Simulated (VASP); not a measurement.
**Te2Mo: single point with LDA**

System: Te2Mo, a slab with vacuum.

```
Te Mo
1.0
     3.56023    0.00000    0.00000
    -1.78012    3.08325    0.00000
     0.00000    0.00000   17.52406
Te Mo
2 1
Cartesian
  0.0000 2.0555 1.7900
  0.0000 2.0555 15.7341
  0.0000 0.0000 0.0000
```

* Program: VASP 6.6.1
* Task: single point
* Functional: LDA
* Potentials or basis: VASP PAW LDA potentials, release 64 (Te, Mo_sv)
* Cutoff: 520 eV
* k mesh: 9 × 9 × 2
* Occupations: fermi-dirac, width 0.05 eV
* Spin: no spin polarisation
* Dipole correction: no
* Further INCAR settings: ALGO = Normal; EDIFF = 1e-06; NBANDS = 20

```
Largest force          : 0.370 eV/Å
Band gap on the k mesh : 1.04 eV
```

Forces in eV/Å, atoms in the order of the input:
```
Te   0.000  0.000 -0.370
Te   0.000  0.000  0.370
Mo   0.000  0.000  0.000
```

Levels at points of the mesh, in eV from the valence-band top:
```tsv
k point	band 9	band 10	band 11	band 12	band 13	band 14	band 15	band 16	band 17	band 18
(0.00, 0.00, 0.00)	-1.69	-1.60	-0.89	-0.89	-0.37	3.06	3.06	3.36	3.36	4.37
(0.00, 0.00, 0.50)	-1.69	-1.60	-0.89	-0.89	-0.37	3.06	3.06	3.36	3.36	4.46
```

It took 68 s on 1 thread of Intel(R) Xeon(R) 6975P-C (Granite Rapids) (shared host), peak memory 0.29 GiB.

Caveat: spin-orbit coupling is left out, which moves the levels of the heavy elements.
